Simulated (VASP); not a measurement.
# PbS (Galena): single point with PBEsol

The system is PbS (Galena).

```
Pb S
1.0
     0.01483    2.96575    2.96575
     2.96575    0.01483    2.96575
     2.98058    2.98058    0.00000
Pb S
1 1
Direct
  0.00000 0.00000 0.00000
  0.50000 0.50000 0.50000
```

| Quantity | Value |
| --- | --- |
| Program | VASP 6.6.1 |
| Task | single point |
| Functional | PBEsol |
| Potentials or basis | VASP PAW PBE potentials, release 64 (Pb_d, S) |
| Cutoff | 520 eV |
| k mesh | 7 × 7 × 7 |
| Occupations | fermi-dirac, width 0.05 eV |
| Spin | no spin polarisation |

```json
{
  "Pressure": "-1.0 GPa",
  "Band gap on the k mesh": "0.85 eV, indirect (least direct gap 0.89 eV)"
}
```

Stress tensor (GPa, compression positive):
```
-0.96 -0.20  0.00
-0.20 -0.96  0.00
 0.00  0.00 -0.97
```

Levels at points of the mesh, in eV from the valence-band top:
| k point | band 6 | band 7 | band 8 | band 9 | band 10 | band 11 | band 12 | band 13 | band 14 | band 15 |
| --- | --- | --- | --- | --- | --- | --- | --- | --- | --- | --- |
| (0.00, 0.00, 0.00) | -13.34 | -5.79 | -1.94 | -1.90 | -1.87 | 5.43 | 5.43 | 5.43 | 6.85 | 6.91 |

Wall time 17 s on 1 thread of Intel(R) Xeon(R) 6975P-C (Granite Rapids) (shared host), peak memory 0.2 GiB.

Caveat: the PAW data sets were made with another functional, which shifts forces and pressure a little; spin-orbit coupling is left out, which moves the levels of the heavy elements. A k mesh can miss the band edges.
